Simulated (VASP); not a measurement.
# HfB2 (P6/mmm) in VASP: a series of runs, part 2 of 2

VASP 6.6.1. Earlier steps stand in the parts before.

## Step 3: Elastic constants, PBEsol

INCAR reads:

```
PREC = Accurate
ENCUT = 600
EDIFF = 1E-8
ISMEAR = -1
SIGMA = 0.05
LREAL = False
LASPH = True
NELM = 60
ALGO = Normal
ISIF = 3
LWAVE = False
LCHARG = False
GGA = PS
NBANDS = 15
IBRION = 6
NFREE = 2
POTIM = 0.015
NSW = 1
```

KPOINTS reads:

```
regular mesh
0
Gamma
  8 8 8
```

POSCAR reads:

```
HfB2
1.0
    3.1400000000      0.0000000000      0.0000000000
   -1.5700000000      2.7193197679      0.0000000000
    0.0000000000      0.0000000000      3.4800000000
Hf B
1 2
Direct
    0.0000000000      0.0000000000      0.0000000000
    0.6666666667      0.3333333333      0.5000000000
    0.3333333333      0.6666666667      0.5000000000
```

Potentials or basis: VASP PAW PBE potentials, release 64 (Hf_pv, B).

The run is started by

```bash
> cat potpaw_PBE.64/Hf_pv/POTCAR potpaw_PBE.64/B/POTCAR > POTCAR
> mpirun -np 1 vasp_std > vasp.out
```

OUTCAR:

```text
PREC = Accurate
   ENCUT = 600
   EDIFF = 1E-8
   ISMEAR = -1
   LREAL = False
   LASPH = True
   NELM = 60
   ISIF = 3
   GGA = PS
   IBRION = 6
   NFREE = 2
   POTIM = 0.015
   NSW = 1

 ion  position               nearest neighbor table
   1  0.000  0.000  0.000-   2 2.51   3 2.51   2 2.51   3 2.51   2 2.51   2 2.51   3 2.51   3 2.51
                             2 2.51   2 2.51   3 2.51   3 2.51
   2  0.667  0.333  0.500-   3 1.81   3 1.81   3 1.81   1 2.51   1 2.51   1 2.51   1 2.51   1 2.51
                             1 2.51
   3  0.333  0.667  0.500-   2 1.81   2 1.81   2 1.81   1 2.51   1 2.51   1 2.51   1 2.51   1 2.51
                             1 2.51

  LATTYP: Found a hexagonal cell.
 ALAT       =     3.1400000000
 C/A-ratio  =     1.1082802548

  Lattice vectors:

 A1 = (   3.1400000000,   0.0000000000,   0.0000000000)
 A2 = (  -1.5700000000,   2.7193197679,   0.0000000000)
 A3 = (   0.0000000000,   0.0000000000,   3.4800000000)

Analysis of symmetry for initial positions (statically):
=====================================================================
 Subroutine PRICEL returns:
 Original cell was already a primitive cell.

 Routine SETGRP: Setting up the symmetry group for a
 hexagonal supercell.

 Subroutine GETGRP returns: Found 24 space group operations
 (whereof 24 operations were pure point group operations)
 out of a pool of 24 trial point group operations.

The static configuration has the point symmetry D_6h.

Analysis of symmetry for dynamics (positions and initial velocities):
[... 828 lines left out ...]
  ---------------------------------------------------
  free  energy   TOTEN  =       -27.8552794460 eV

  energy  without entropy=      -27.8524075847  energy(sigma->0) =      -27.85384352

 INTERNAL STRAIN TENSORS FROM STRAINED CELLS
 ============================================

 INTERNAL STRAIN TENSOR FOR ION    1 for displacements in x,y,z  (eV/Angst):
          X           Y           Z          XY          YZ          ZX
  --------------------------------------------------------------------------------
  x    -0.00000    -0.00000    -0.00000     0.00000    -0.00000    -0.00000
  y    -0.00000     0.00000     0.00000    -0.00000     0.00000     0.00000
  z     0.00000     0.00000     0.00000     0.00000     0.00000     0.00000

 INTERNAL STRAIN TENSORS FROM DISPLACED ATOMS
 ============================================

 INTERNAL STRAIN TENSOR FOR ION    1 for displacements in x,y,z  (eV/Angst):
          X           Y           Z          XY          YZ          ZX
  --------------------------------------------------------------------------------
  x     0.00000     0.00000     0.00000     0.00000     0.00000     0.00000
  y     0.00000     0.00000     0.00000     0.00000     0.00000     0.00000
  z     0.00000     0.00000     0.00000     0.00000     0.00000     0.00000

 INTERNAL STRAIN TENSOR FOR ION    3 for displacements in x,y,z  (eV/Angst):
          X           Y           Z          XY          YZ          ZX
  --------------------------------------------------------------------------------
  x     0.00000     0.00000     0.00000    -0.12574     0.00000     0.00000
  y    -0.12574     0.12574    -0.00000     0.00000     0.00000     0.00000
  z     0.00000     0.00000     0.00000     0.00000     0.00000     0.00000

 Eigenvectors and eigenvalues of the dynamical matrix
 ----------------------------------------------------

   1 f  =   23.910167 THz   150.232008 2PiTHz  797.557314 cm-1    98.884460 meV
             X         Y         Z           dx          dy          dz
      0.000000  0.000000  0.000000    -0.000000    0.000000   -0.000000
      1.570000  0.906440  1.740000    -0.000008    0.707107   -0.000000
     -0.000000  1.812880  1.740000     0.000008   -0.707107    0.000000
[... 43 lines left out ...]
   9 f/i=    0.000089 THz     0.000561 2PiTHz    0.002980 cm-1     0.000369 meV
             X         Y         Z           dx          dy          dz
      0.000000  0.000000  0.000000    -0.507963    0.796191   -0.000001
      1.570000  0.906440  1.740000    -0.125016    0.195953   -0.000000
     -0.000000  1.812880  1.740000    -0.125016    0.195953   -0.000000

--------------------------------------------------------------------------------------------------------

 ELASTIC MODULI CONTR FROM IONIC RELAXATION (kBar)
 Direction    XX          YY          ZZ          XY          YZ          ZX
 --------------------------------------------------------------------------------
 XX          -0.0674      0.0674     -0.0000     -0.0000      0.0000      0.0000
 YY           0.0674     -0.0674      0.0000      0.0000      0.0000      0.0000
 ZZ          -0.0000      0.0000     -0.0000     -0.0000      0.0000      0.0000
 XY          -0.0000      0.0000     -0.0000     -0.0674      0.0000      0.0000
 YZ           0.0000      0.0000      0.0000      0.0000      0.0000      0.0000
 ZX           0.0000      0.0000      0.0000      0.0000      0.0000      0.0000
 --------------------------------------------------------------------------------

 TOTAL ELASTIC MODULI (kBar)
 Direction    XX          YY          ZZ          XY          YZ          ZX
 --------------------------------------------------------------------------------
 XX        5926.0880    684.3526   1269.4106     -0.0000      0.0000     -0.0000
 YY         684.3526   5926.0880   1269.4106      0.0000     -0.0000      0.0000
 ZZ        1269.4106   1269.4106   4437.9272     -0.0000      0.0000     -0.0000
 XY          -0.0000      0.0000     -0.0000   2620.8677      0.0000     -0.0000
 YZ          -0.0000      0.0000      0.0000      0.0000   2663.9371      0.0000
 ZX          -0.0000      0.0000     -0.0000      0.0000      0.0000   2663.9371
 --------------------------------------------------------------------------------
```

It took 23 min on 1 thread of Intel Xeon 8259CL, shared host; peak memory 0.3 GiB.

Results:

```
Voigt bulk modulus            : 253 GPa
Highest phonon frequency at Γ : 798 cm⁻¹
```

Phonon frequencies in cm⁻¹ (negative: imaginary):
```
              q point                    frequencies
(0.000, 0.000, 0.000)  0 0 0 437 437 459 534 798 798
```

Elastic tensor in Voigt notation (GPa, in the Cartesian axes of the cell as first typed):
```
593  68 127   0   0   0
 68 593 127   0   0   0
127 127 444   0   0   0
  0   0   0 266   0   0
  0   0   0   0 266   0
  0   0   0   0   0 262
```

Clamped-ion elastic tensor (GPa):
```
593  68 127   0   0   0
 68 593 127   0   0   0
127 127 444   0   0   0
  0   0   0 266   0   0
  0   0   0   0 266   0
  0   0   0   0   0 262
```

Caveat: the cell is under stress, which shifts elastic constants; the PAW data sets were made with another functional, which shifts forces and pressure a little; spin-orbit coupling is left out, which moves the levels of the heavy elements.
